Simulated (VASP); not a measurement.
# BaTe (Pm-3m) in VASP: notebook, part 2 of 2

VASP 6.6.1.

## 4. Single point, PBE, non-collinear spin, zero start, spin-orbit coupling

INCAR

```
SYSTEM = BaTe
  PREC = Accurate
  ENCUT = 520
  EDIFF = 1E-7
  ISMEAR = -1
  SIGMA = 0.02
  LREAL = .False.
  LASPH = .True.
  NELM = 150
  ALGO = Normal
  ISIF = 2
  LWAVE = .False.
  LCHARG = .False.
  LNONCOLLINEAR = .True.
  MAGMOM = 0 0 0 0 0 0
  LORBIT = 11
  LSORBIT = .True.
  GGA_COMPAT = .False.
  LORBMOM = .True.
  GGA = PE
  NBANDS = 28
```

KPOINTS

```
Automatic mesh
0
Gamma
  4 4 4
  0 0 0
```

POSCAR

```
BaTe
1.0
    4.2448181598      0.0000000000      0.0000000000
    0.0000000000      4.2448181598      0.0000000000
    0.0000000000      0.0000000000      4.2448181598
Ba Te
1 1
Direct
    0.0000000000      0.0000000000      0.0000000000
    0.5000000000      0.5000000000      0.5000000000
```

Potentials or basis: VASP PAW PBE potentials, release 64 (Ba_sv, Te).

The run is started by

```bash
> cat potpaw_PBE.64/Ba_sv/POTCAR potpaw_PBE.64/Te/POTCAR > POTCAR
> mpirun -np 1 vasp_ncl > vasp.out
```

OUTCAR:

```text
SYSTEM = BaTe
   PREC = Accurate
   ENCUT = 520
   EDIFF = 1E-7
   ISMEAR = -1
   LREAL = .False.
   LASPH = .True.
   NELM = 150
   ISIF = 2
   LNONCOLLINEAR = .True.
   LORBIT = 11
   LSORBIT = .True.
   GGA = PE

 ion  position               nearest neighbor table
   1  0.000  0.000  0.000-   2 3.68   2 3.68   2 3.68   2 3.68   2 3.68   2 3.68   2 3.68   2 3.68

   2  0.500  0.500  0.500-   1 3.68   1 3.68   1 3.68   1 3.68   1 3.68   1 3.68   1 3.68   1 3.68

  LATTYP: Found a simple cubic cell.
 ALAT       =     4.2448181598

  Lattice vectors:

 A1 = (   4.2448181598,   0.0000000000,   0.0000000000)
 A2 = (   0.0000000000,   4.2448181598,   0.0000000000)
 A3 = (   0.0000000000,   0.0000000000,   4.2448181598)

Analysis of symmetry for initial positions (statically):
=====================================================================
 Subroutine PRICEL returns:
[... 585 lines left out ...]
     0.0000000     0.0000000     0.0000000     0.0000000     0.0000000     0.0000000     0.0000000
     0.0000000     0.0000000     0.0000000     0.0000000     0.0000000     0.0000000     0.0000000
     0.0000000     0.0000000     0.0000000     0.0000000     0.0000000     0.0000000     0.0000000
     0.0000000     0.0000000     0.0000000     0.0000000     0.0000000     0.0000000     0.0000000
     0.0000000     0.0000000     0.0000000     0.0000000     0.0000000     0.0000000     0.0000000

 total charge

# of ion       s       p       d       tot
------------------------------------------
    1        2.008   5.595   0.268   7.870
    2        1.343   2.105   0.006   3.453
--------------------------------------------------
tot          3.350   7.700   0.273  11.324

 magnetization (x)

# of ion       s       p       d       tot
------------------------------------------
    1       -0.000   0.000   0.000   0.000
    2       -0.000  -0.000  -0.000  -0.000
--------------------------------------------------
tot         -0.000  -0.000  -0.000  -0.000

 magnetization (y)

# of ion       s       p       d       tot
------------------------------------------
    1        0.000   0.000   0.000   0.000
    2        0.000   0.000   0.000   0.000
--------------------------------------------------
tot          0.000   0.000   0.000   0.000

 magnetization (z)

# of ion       s       p       d       tot
------------------------------------------
    1       -0.000   0.000   0.000  -0.000
    2        0.000  -0.000   0.000  -0.000
--------------------------------------------------
tot         -0.000  -0.000   0.000  -0.000
```

OSZICAR:

```text
N       E                     dE             d eps       ncg     rms          rms(c)
DAV:   1     0.940350025440E+02    0.94035E+02   -0.63223E+03   560   0.965E+02
DAV:   2    -0.187871472062E+01   -0.95914E+02   -0.89656E+02   748   0.183E+02
DAV:   3    -0.844285268992E+01   -0.65641E+01   -0.64855E+01   732   0.492E+01
DAV:   4    -0.865056790018E+01   -0.20772E+00   -0.20730E+00   840   0.786E+00
DAV:   5    -0.865174698412E+01   -0.11791E-02   -0.11788E-02   704   0.677E-01    0.445E+00
DAV:   6    -0.853944525980E+01    0.11230E+00   -0.11256E-01   688   0.207E+00    0.281E+00
DAV:   7    -0.853235655779E+01    0.70887E-02   -0.90065E-02   700   0.174E+00    0.184E+00
DAV:   8    -0.853856562045E+01   -0.62091E-02   -0.12961E-02   744   0.697E-01    0.526E-01
DAV:   9    -0.854019345942E+01   -0.16278E-02   -0.27773E-03   628   0.388E-01    0.903E-02
DAV:  10    -0.854054103471E+01   -0.34758E-03   -0.44651E-04   692   0.149E-01    0.630E-02
DAV:  11    -0.854061859363E+01   -0.77559E-04   -0.54599E-05   740   0.474E-02    0.273E-02
DAV:  12    -0.854065301827E+01   -0.34425E-04   -0.40365E-05   656   0.496E-02    0.121E-02
DAV:  13    -0.854065399741E+01   -0.97914E-06   -0.25105E-06   832   0.725E-03    0.335E-03
DAV:  14    -0.854065356137E+01    0.43604E-06   -0.27862E-07   656   0.489E-03    0.103E-03
DAV:  15    -0.854065361321E+01   -0.51837E-07   -0.97397E-09   416   0.694E-04
   1 F= -.85406536E+01 E0= -.85406536E+01  d E =-.139239E-08  mag=    -0.0000     0.0000     0.0000
```

stdout:

```text
POSCAR found type information on POSCAR BaTe
 POSCAR found :  2 types and       2 ions
 scaLAPACK will be used
 LDA part: xc-table for (Slater+PW92), standard interpolation
 POSCAR, INCAR and KPOINTS ok, starting setup
 FFT: planning ... GRIDC
 FFT: planning ... GRID_SOFT
 FFT: planning ... GRID
 WAVECAR not read
 entering main loop
```

It took 70 s on 1 thread of AMD EPYC 7R13, shared host; peak memory 0.28 GiB.

Results:

```
Free energy                                           : -8.5407 eV
Pressure                                              : 0.6 GPa
Net moment                                            : 0.00 μB per cell
Valence electrons inside the program's atomic spheres : Ba 7.87; Te 3.45
```

Moments on the atoms (μB; x, y, z):
```
Ba  0.00 0.00 0.00
Te  0.00 0.00 0.00
```

Caveat: the k points lie up to 0.37 Å⁻¹ apart.

## 5. The runs side by side

```csv
level,potentials or basis,spin,k mesh,smearing,gap on the mesh (eV),pressure (GPa)
PBE,"VASP PAW PBE potentials, release 64 (Ba_sv, Te)",off,4 × 4 × 4,gaussian 0.01 eV,0.74,0.6
LDA,"VASP PAW LDA potentials, release 64 (Ba_sv, Te)",off,6 × 6 × 6,gaussian 0.01 eV,0.63,-2.5
PBE,"VASP PAW PBE potentials, release 64 (Ba_sv, Te)","non-collinear, zero start, SOC",4 × 4 × 4,fermi-dirac 0.02 eV,-,0.6
```

Alike in all rows: task single point; cell as given; cutoff (eV) 520.

Caveats: some runs use coarse meshes; spin-orbit coupling is left out, which moves the levels of the heavy elements (at least some runs).

Absolute energies hang on the potentials; compare differences alone.
